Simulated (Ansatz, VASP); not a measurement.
## One calculation of W, two programs

```
W
1.0
    -1.57471    1.57471    1.57471
     1.57471   -1.57471    1.57471
     1.57471    1.57471   -1.57471
W
1
Direct
  0.00000 0.00000 0.00000
```

Alike in both runs: functional revPBE; dispersion D3(BJ); k mesh 18 × 18 × 18; occupations gaussian, width 0.1 eV; no spin polarisation.

Ansatz relaxed the structure, and its values are those at the end. VASP's run is a single point on that final structure, the one shown.

|  | VASP | Ansatz |
| --- | --- | --- |
| version | VASP 6.6.1 | Ansatz 0.2.0 |
| potentials or method | VASP PAW PBE potentials, release 64 (W_sv), cutoff 500 eV | scalar-relativistic, plane waves, PAW |
| valence electrons in the cell | 14 | 14 |

Ansatz gave:

| Item | Value |
| --- | --- |
| gap on the k mesh at the Fermi level (eV) | none |
| pressure (GPa) | 0.0 |

Problem. Estimate VASP's values.

Solution. gap on the k mesh at the Fermi level (eV): none; pressure (GPa): 0.6.

VASP's potentials were made for PBE, not for revPBE. A gap of «none» marks a metal or a gap that the smearing closes.

Neither program's run includes spin-orbit coupling.
